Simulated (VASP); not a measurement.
**Ni: single point with PBE**

Ni:

```
CELL_PARAMETERS angstrom
0.00000 -1.76715 -1.76715
-3.53430 -1.76715 -1.76715
0.00000 1.76715 -1.76715
ATOMIC_POSITIONS crystal
Ni 0.00000 0.00000 0.00000
Ni 0.00000 0.50000 0.50000
```

```json
{"Program": "VASP 6.6.1", "Task": "single point", "Functional": "PBE", "Potentials or basis": "VASP PAW PBE potentials, release 64 (Ni)", "Cutoff": "520 eV", "k mesh": "13 × 8 × 11", "Occupations": "fermi-dirac, width 0.1 eV", "Spin": "collinear spin, ferromagnetic start", "Starting moments": "[2.0, 2.0] μB"}
```

- Pressure: -2.4 GPa
- Net moment: 1.23 μB per cell
- Site moments: Ni +0.63 μB
- Valence electrons inside the program's atomic spheres: Ni 9.29

Stress tensor (GPa, compression positive):
```
-2.29 -0.01 -0.01
-0.01 -2.40  0.00
-0.01  0.00 -2.40
```

Levels at points of the mesh, in eV from the Fermi level:
Spin up:
| k point | band 7 | band 8 | band 9 | band 10 | band 11 | band 12 | band 13 | band 14 | band 15 | band 16 |
| --- | --- | --- | --- | --- | --- | --- | --- | --- | --- | --- |
| (0.00, 0.00, 0.00) | -1.23 | -1.23 | -0.54 | -0.45 | -0.45 | 2.45 | 9.11 | 14.70 | 14.70 | 19.57 |
| (0.00, 0.50, 0.00) | -1.55 | -1.55 | -1.55 | -1.55 | -0.89 | -0.89 | 19.09 | 19.09 | 19.09 | 19.09 |
Spin down:
| k point | band 8 | band 9 | band 10 | band 11 | band 12 | band 13 |
| --- | --- | --- | --- | --- | --- | --- |
| (0.00, 0.00, 0.00) | -0.64 | 0.08 | 0.38 | 0.38 | 2.41 | 9.35 |
| (0.00, 0.50, 0.00) | -0.79 | -0.79 | -0.79 | -0.29 | -0.29 | 19.16 |

It took 3.3 min on 1 thread of Intel(R) Xeon(R) 6975P-C (Granite Rapids), with other jobs on the host, peak memory 0.44 GiB.
